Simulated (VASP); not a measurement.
A run of VASP 6.6.1 is set up as follows.

Contents of INCAR:

```
  PREC = Accurate
  ENCUT = 520
  EDIFF = 1E-8
  ISMEAR = -1
  SIGMA = 0.02
  LREAL = Auto
  LASPH = T
  NELM = 80
  ALGO = Normal
  ISIF = 2
  LWAVE = F
  LCHARG = F
  GGA = PE
  LEFG = T
  NBANDS = 40
```

The input KPOINTS:

```
Automatic mesh
0
Gamma
  5 4 4
```

Contents of POSCAR:

```
LiH4BrO2
1.0
    5.3698461562      0.0000000000      0.0000000000
    2.6807995193      5.9007619470      0.0000000000
    0.8983380486      2.7510621240      5.8093547056
Li H Br O
2 8 2 4
Direct
    0.3064018790      0.3853483653      0.4803294651
    0.6935981210      0.6146516347      0.5196705349
    1.0312238613      0.8617992688      0.2778502158
   -0.0312238613      0.1382007312      0.7221497842
    0.7965058262      0.3466190685      0.2816488482
    0.2034941738      0.6533809315      0.7183511518
    0.5848582324      0.6153231162      0.1314196124
    0.4151417676      0.3846768838      0.8685803876
    0.9265350801      0.7656335120      0.1342911659
    0.0734649199      0.2343664880      0.8657088341
    0.2492718427      0.1235761186      0.2284765832
    0.7507281573      0.8764238814      0.7715234168
    0.9842710405      0.7213065095      0.2938519626
    0.0157289595      0.2786934905      0.7061480374
    0.6168213587      0.4780276108      0.2900084645
    0.3831786413      0.5219723892      0.7099915355
```

Potentials or basis: VASP PAW PBE potentials, release 64 (Li_sv, H, Br, O).

Command:

```console
$ cat potpaw_PBE.64/Li_sv/POTCAR potpaw_PBE.64/H/POTCAR potpaw_PBE.64/Br/POTCAR potpaw_PBE.64/O/POTCAR > POTCAR
$ mpirun -np 1 vasp_std > vasp.out
```

Predict the largest force.

0.530 eV/Å.

Predict the band gap on the k mesh.

4.36 eV.

Electric field gradients, principal values (V/Å²):
| atom | least | middle | greatest (by size) |
| --- | --- | --- | --- |
| 1 Li | 0.260 | 0.641 | -0.902 |
| 2 Li | 0.260 | 0.641 | -0.902 |
| 3 H | -13.664 | -17.941 | 31.604 |
| 4 H | -13.664 | -17.941 | 31.604 |
| 5 H | -13.545 | -17.563 | 31.108 |
| 6 H | -13.545 | -17.563 | 31.108 |
| 7 H | -15.058 | -18.803 | 33.860 |
| 8 H | -15.058 | -18.803 | 33.860 |
| 9 H | -13.623 | -17.904 | 31.527 |
| 10 H | -13.623 | -17.904 | 31.527 |
| 11 Br | -1.591 | -33.510 | 35.102 |
| 12 Br | -1.591 | -33.510 | 35.102 |
| 13 O | 17.032 | 121.784 | -138.816 |
| 14 O | 17.032 | 121.784 | -138.816 |
| 15 O | 17.903 | 123.006 | -140.909 |
| 16 O | 17.903 | 123.006 | -140.909 |

Caveat: without QUAD_EFG the Cq values of the log hold for a quadrupole moment of 1 mb, not for the nuclei.
